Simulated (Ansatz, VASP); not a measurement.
## One calculation of TiAl5, two programs

```
CELL_PARAMETERS angstrom
-3.68196 0.00048 -3.68101
-3.68068 -3.68010 -0.00079
-7.35042 3.66979 3.66682
ATOMIC_POSITIONS crystal
Ti 0.49992 0.50001 0.50009
Ti 0.99992 0.00009 0.00014
Al 0.87610 0.87395 0.37495
Al 0.37361 0.37576 0.87481
Al 0.19252 0.18322 0.43754
Al 0.69225 0.68313 0.93755
Al 0.43413 0.44107 0.18720
Al 0.93702 0.93807 0.68731
Al 0.93580 0.43501 0.18964
Al 0.43437 0.94046 0.69011
Al 0.43996 0.93888 0.18557
Al 0.93441 0.44033 0.68509
```

Change from the starting cell: cell x2, atoms moved at random (sigma 0.05 Å) and cell strained at random (1.5 %), then relaxed without symmetry.

Alike in both runs: functional PBE; k mesh 6 × 6 × 6; occupations gaussian, width 0.2 eV; no spin polarisation.

Ansatz relaxed the structure, and its values are those at the end. VASP's run is a single point on that final structure, the one shown.

|  | VASP | Ansatz |
| --- | --- | --- |
| version | VASP 6.6.1 | Ansatz 0.2.0 |
| potentials or method | VASP PAW PBE potentials, release 64 (Ti_sv, Al), cutoff 520 eV | scalar-relativistic, plane waves, PAW |
| valence electrons in the cell | 54 | 54 |

|  | VASP | Ansatz | Ansatz less VASP |
| --- | --- | --- | --- |
| gap on the k mesh at the Fermi level (eV) | none | none | - |
| pressure (GPa) | 0.0 | 0.0 | +0.01 |
| rms of the force components (eV/Å) | 0.009 | 0.009 | 0.0000 |

A gap of «none» marks a metal or a gap that the smearing closes.
